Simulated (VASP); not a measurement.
# Ga (Fm-3m) in VASP: further runs

Ga is run at these levels: PBE; tasks: single point.

Everything below comes from runs of VASP 6.6.1. Logs are shortened: lines on timing, memory, paths and dates and some standing lists are left out, and cuts for length are marked.

## 1. The cell of the first run

It takes space group Fm-3m (No. 225, cubic). The conventional cell has a = 4.231 Å, b = 4.231 Å, c = 4.231 Å, α = 90.00°, β = 90.00°, γ = 90.00°. Ga (site symmetry m-3m) has 12 Ga at 2.99 Å within 3.9 Å.

## 2. Single point, PBE

INCAR

```
SYSTEM = Ga
ALGO = Normal ; EDIFF = 1E-6
ENCUT = 500 ; GGA = PE
GGA_COMPAT = .FALSE. ; ISIF = 2
ISMEAR = 0 ; LASPH = .TRUE.
LCHARG = .TRUE. ; LELF = .TRUE.
LREAL = .FALSE. ; LVHAR = .TRUE.
LWAVE = .FALSE. ; NBANDS = 12
NELM = 120 ; PREC = Accurate
SIGMA = 0.05
```

KPOINTS

```
k-points
0
G
  16 16 16
  0 0 0
```

POSCAR

```
Ga
1.0
    0.0000000000      2.1153506924      2.1153506924
    2.1153506924      0.0000000000      2.1153506924
    2.1153506924      2.1153506924      0.0000000000
Ga
1
Direct
    0.0000000000      0.0000000000      0.0000000000
```

Potentials or basis: VASP PAW PBE potentials, release 64 (Ga_d).

On the command line:

```sh
cat potpaw_PBE.64/Ga_d/POTCAR > POTCAR
mpirun -np 1 vasp_std > vasp.out
```

OUTCAR:

```text
SYSTEM = Ga
   EDIFF = 1E-6
   ENCUT = 500
   GGA = PE
   ISIF = 2
   ISMEAR = 0
   LASPH = .TRUE.
   LREAL = .FALSE.
   NELM = 120
   PREC = Accurate

 ion  position               nearest neighbor table
   1  0.000  0.000  0.000-

  LATTYP: Found a face centered cubic cell.
 ALAT       =     4.2307013848

  Lattice vectors:

 A1 = (   0.0000000000,   2.1153506924,   2.1153506924)
 A2 = (   2.1153506924,   0.0000000000,   2.1153506924)
 A3 = (   2.1153506924,   2.1153506924,   0.0000000000)

Analysis of symmetry for initial positions (statically):
=====================================================================
 Subroutine PRICEL returns:
 Original cell was already a primitive cell.

 Routine SETGRP: Setting up the symmetry group for a
 face centered cubic supercell.

 Subroutine GETGRP returns: Found 48 space group operations
 (whereof 48 operations were pure point group operations)
 out of a pool of 48 trial point group operations.

The static configuration has the point symmetry O_h .

Analysis of symmetry for dynamics (positions and initial velocities):
=====================================================================
 Subroutine PRICEL returns:
 Original cell was already a primitive cell.

 Routine SETGRP: Setting up the symmetry group for a
 face centered cubic supercell.

 Subroutine GETGRP returns: Found 48 space group operations
 (whereof 48 operations were pure point group operations)
 out of a pool of 48 trial point group operations.

The dynamic configuration has the point symmetry O_h .

 Subroutine INISYM returns: Found 48 space group operations
 (whereof 48 operations are pure point group operations),
 and found     1 'primitive' translations

----------------------------------------------------------------------------------------

                                     Primitive cell

  volume of cell :      18.9312

  direct lattice vectors                    reciprocal lattice vectors
     0.000000000  2.115350692  2.115350692    -0.236367427  0.236367427  0.236367427
     2.115350692  0.000000000  2.115350692     0.236367427 -0.236367427  0.236367427
     2.115350692  2.115350692  0.000000000     0.236367427  0.236367427 -0.236367427

  length of vectors
     2.991557638  2.991557638  2.991557638     0.409400393  0.409400393  0.409400393

  position of ions in fractional coordinates (direct lattice)
     0.000000000  0.000000000  0.000000000

  ion indices of the primitive-cell ions
   primitive index   ion index
                 1           1

----------------------------------------------------------------------------------------

 KPOINTS: k-points

Automatic generation of k-mesh.
 Grid dimensions read from file:
 generate k-points for:   16   16   16

 Generating k-lattice:

  Cartesian coordinates                     Fractional coordinates (reciprocal lattice)
    -0.014772964  0.014772964  0.014772964     0.062500000  0.000000000  0.000000000
     0.014772964 -0.014772964  0.014772964     0.000000000  0.062500000  0.000000000
     0.014772964  0.014772964 -0.014772964     0.000000000  0.000000000  0.062500000

  Length of vectors
     0.025587525  0.025587525  0.025587525

  Shift w.r.t. Gamma in fractional coordinates (k-lattice)
     0.000000000  0.000000000  0.000000000

 Subroutine IBZKPT returns following result:
 ===========================================

 Found    145 irreducible k-points:

 Following reciprocal coordinates:
            Coordinates               Weight
  0.000000  0.000000  0.000000      1.000000
  0.062500  0.000000  0.000000      8.000000
  0.125000  0.000000  0.000000      8.000000
  0.187500  0.000000  0.000000      8.000000
  0.250000  0.000000  0.000000      8.000000
  0.312500  0.000000  0.000000      8.000000
[... 16 lines left out ...]
 -0.125000  0.062500  0.000000     24.000000
 -0.062500  0.062500  0.000000     12.000000
 [... further k-points ...]
   k-points           NKPTS =    145   k-points in BZ     NKDIM =    145   number of bands    NBANDS=     12
   number of dos      NEDOS =    301   number of ions     NIONS =      1
   total plane-waves  NPLWV =  13824
   dimension x,y,z NGX =    24 NGY =   24 NGZ =   24
   dimension x,y,z NGXF=    48 NGYF=   48 NGZF=   48
   ions per type =               1
   NGX,Y,Z   is equivalent  to a cutoff of  13.34, 13.34, 13.34 a.u.
   NGXF,Y,Z  is equivalent  to a cutoff of  26.67, 26.67, 26.67 a.u.
 SYSTEM =  Ga
   PREC   = accura    normal or accurate (medium, high low for compatibility)
   ISTART =      0    job   : 0-new  1-cont  2-samecut
   ICHARG =      2    charge: 1-file 2-atom 10-const
   ISPIN  =      1    spin polarized calculation?
   LNONCOLLINEAR =      F non collinear calculations
   LSORBIT =      F    spin-orbit coupling
   LASPH  =      T    aspherical Exc in radial PAW
   ENCUT  =  500.0 eV  36.75 Ry    6.06 a.u.   5.45  5.45  5.45*2*pi/ulx,y,z
   NELM   =    120;   NELMIN=  2; NELMDL= -5     # of ELM steps
   EDIFF  = 0.1E-05   stopping-criterion for ELM
   LREAL  =      F    real-space projection
[... 7 lines left out ...]
   TEBEG  =    0.0;   TEEND  =   0.0 temperature during run
   PSTRESS=    0.0 pullay stress
   NELECT =      13.0000    total number of electrons
   NUPDOWN=      -1.0000    fix difference up-down
   EMIN   =  10.00;   EMAX   =-10.00  energy-range for DOS
   EFERMI =   0.00;   METHOD = LEGACY
   ISMEAR =     0;   SIGMA  =   0.05  broadening in eV -4-tet -1-fermi 0-gaus
   EFERMI_NEDOS =   21; number of points for ismear=-14 and -15
   IALGO  =     38    algorithm
   IMIX   =      4    mixing-type and parameters
     AMIX     =   0.40;   BMIX     =  1.00
     AMIX_MAG =   1.60;   BMIX_MAG =  1.00
  volume/ion in A,a.u.               =      18.93       127.75
  Fermi-wavevector in a.u.,A,eV,Ry     =   1.444320  2.729370 28.382592  2.086062
  Thomas-Fermi vector in A             =   2.562629
   LORBIT       =      0    0 simple, 1 ext, 2 COOP (PROOUT), +10 PAW based schemes
   GGA     = PE    functional components
   LHFCALC =     F    Hartree Fock is set to
   AEXX    =    0.0000 exact exchange contribution
   IVDW    =     0    specifies the selected vdW correction
   LEPSILON=     F    determine dielectric tensor
   LRPA    =     F    only Hartree local field effects (RPA)
 non-spin polarized calculation
 Gauss-broadening in eV      SIGMA  =   0.05
  energy-cutoff  :      500.00
  volume of cell :       18.93
 maximum number of plane-waves:       531
 NGX is ok and might be reduce to    24
   NGX = 11   NGY = 11   NGZ = 11

 number of electron      13.0000010 magnetization

 Free energy of the ion-electron system (eV)
  ---------------------------------------------------
  ext. energy  EPLUGINS =         0.00000000
  ---------------------------------------------------
  free energy    TOTEN  =        -2.88565997 eV

  energy without entropy =       -2.88460839  energy(sigma->0) =       -2.88513418

 E-fermi :   5.5313     XC(G=0): -11.0031

 val. band max:        5.5288721136   @ k =   0.3750   0.0625   0.0000
 cond. band min:       5.5355557601   @ k =  -0.3125   0.4375   0.1250
 fundamental gap:      0.0066836465
 Fermi energy:         5.5313221497

 k-point     1 :       0.0000    0.0000    0.0000
  band No.  band energies     occupation
      1      -9.3716      2.00000
      2      -9.3716      2.00000
      3      -9.3716      2.00000
      4      -9.2524      2.00000
      5      -9.2524      2.00000
      6      -5.4918      2.00000
      7      17.7077      0.00000
      8      17.7077      0.00000
      9      17.7077      0.00000
     10      21.3417      0.00000
     11      21.5740      0.00000
     12      21.5740      0.00000

 k-point     2 :       0.0625    0.0000    0.0000
  band No.  band energies     occupation
      1      -9.3729      2.00000
      2      -9.3669      2.00000
      3      -9.3669      2.00000
      4      -9.2531      2.00000
      5      -9.2531      2.00000
      6      -5.3918      2.00000
      7      16.4462      0.00000
      8      17.4940      0.00000
      9      17.4940      0.00000
     10      20.4056      0.00000
     11      21.9279      0.00000
     12      21.9279      0.00000

 k-point     3 :       0.1250    0.0000    0.0000
  band No.  band energies     occupation
      1      -9.3775      2.00000
      2      -9.3554      2.00000
      3      -9.3554      2.00000
      4      -9.2533      2.00000
      5      -9.2533      2.00000
      6      -5.0903      2.00000
      7      14.0510      0.00000
      8      17.0243      0.00000
      9      17.0243      0.00000
     10      20.0296      0.00000
     11      22.7389      0.00000
     12      22.7389      0.00000
[... 286 lines left out ...]
 k-point    23 :      -0.1250    0.0625    0.0000
  band No.  band energies     occupation
      1      -9.3819      2.00000
      2      -9.3480      2.00000
      3      -9.3459      2.00000
      4      -9.2639      2.00000
      5      -9.2426      2.00000
      6      -4.8549      2.00000
      7      13.2726      0.00000
      8      15.1314      0.00000
      9      17.6715      0.00000
     10      20.3451      0.00000
     11      22.2556      0.00000
     12      23.6472      0.00000

 k-point    24 :      -0.0625    0.0625    0.0000
  band No.  band energies     occupation
      1      -9.3766      2.00000
      2      -9.3610      2.00000
      3      -9.3569      2.00000
      4      -9.2591      2.00000
      5      -9.2489      2.00000
      6      -5.2246      2.00000
      7      15.5927      0.00000
      8      15.9051      0.00000
      9      17.8163      0.00000
     10      20.2875      0.00000
     11      21.7983      0.00000
     12      22.9098      0.00000

 [... further k-points ...]
[... 5 lines left out ...]
  --------------------------------------------------------------------------------------
  -------------------------------------------------------------------------------------
  Total        0.0068327      0.0068327      0.0068327     -0.0000000      0.0000000     -0.0000000
  in kB        0.5782615      0.5782615      0.5782615     -0.0000000      0.0000000     -0.0000000
  external PRESSURE =       0.5782615 kB  Pullay stress =       0.0000000 kB

 VOLUME and BASIS-vectors are now :
 -----------------------------------------------------------------------------
  energy-cutoff  :      500.00
  volume of cell :       18.93
      direct lattice vectors                 reciprocal lattice vectors
     0.000000000  2.115350692  2.115350692    -0.236367427  0.236367427  0.236367427
     2.115350692  0.000000000  2.115350692     0.236367427 -0.236367427  0.236367427
     2.115350692  2.115350692  0.000000000     0.236367427  0.236367427 -0.236367427

 POSITION                                       TOTAL-FORCE (eV/Angst)
 -----------------------------------------------------------------------------------
      0.00000      0.00000      0.00000        -0.000000      0.000000     -0.000000
 -----------------------------------------------------------------------------------
    total drift:                               -0.000000     -0.000000     -0.000000

  FREE ENERGIE OF THE ION-ELECTRON SYSTEM (eV)
  ---------------------------------------------------
  free  energy   TOTEN  =        -2.8856599692 eV

  energy  without entropy=       -2.8846083931  energy(sigma->0) =       -2.88513418
```

It took 15 s on 1 thread of AMD EPYC 9R45 (Zen 5), shared host; peak memory 0.13 GiB.

Results:

```yaml
Free_energy: -2.8857 eV
Pressure: 0.1 GPa
```

Levels at points of the mesh, in eV from the Fermi level:
```csv
k point,band 3,band 4,band 5,band 6,band 7,band 8,band 9,band 10
"(0.00, 0.00, 0.00)",-14.90,-14.78,-14.78,-11.02,12.18,12.18,12.18,15.81
"(0.50, 0.00, 0.00)",-14.90,-14.68,-14.68,-4.96,-3.95,9.82,9.82,14.49
"(0.50, 0.50, 0.00)",-14.69,-14.66,-14.66,-2.53,-2.35,4.92,4.92,8.37
```

## 3. Single point, PBE

This run uses another cell than the first one, of 19.40 Å³/atom, 1.025 times its volume.

INCAR

```
SYSTEM = Ga
  PREC = Accurate
  ENCUT = 500
  EDIFF = 1E-6
  ISMEAR = 0
  SIGMA = 0.05
  LREAL = .False.
  LASPH = .True.
  NELM = 120
  ALGO = Normal
  ISIF = 2
  LWAVE = .False.
  LCHARG = .False.
  GGA = PE
  NBANDS = 12
  GGA_COMPAT = .False.
```

KPOINTS

```
regular mesh
0
Gamma
  16 16 16
  0 0 0
```

POSCAR

```
Ga
1.0
    0.0000000000      2.1327162835      2.1327162835
    2.1327162835      0.0000000000      2.1327162835
    2.1327162835      2.1327162835      0.0000000000
Ga
1
Direct
    0.0000000000      0.0000000000      0.0000000000
```

Potentials or basis: VASP PAW PBE potentials, release 64 (Ga_d).

On the command line:

```sh
cat potpaw_PBE.64/Ga_d/POTCAR > POTCAR
mpirun -np 1 vasp_std > vasp.out
```

It took 14 s on 1 thread of AMD EPYC 9R45 (Zen 5), shared host; peak memory 0.13 GiB.

Results (log left out):

| Item | Value |
| --- | --- |
| Free energy | -2.8843 eV |
| Pressure | -1.1 GPa |

Levels at points of the mesh, in eV from the Fermi level:
```tsv
k point	band 2	band 3	band 4	band 5	band 6	band 7	band 8	band 9	band 10	band 11
(0.00, 0.00, 0.00)	-14.88	-14.88	-14.77	-14.77	-10.84	11.90	11.90	11.90	15.67	15.82
(0.50, 0.00, 0.00)	-14.88	-14.88	-14.68	-14.68	-4.94	-3.84	9.61	9.61	14.31	14.31
(0.50, 0.50, 0.00)	-14.99	-14.68	-14.65	-14.65	-2.45	-2.40	4.84	4.84	8.29	8.32
```
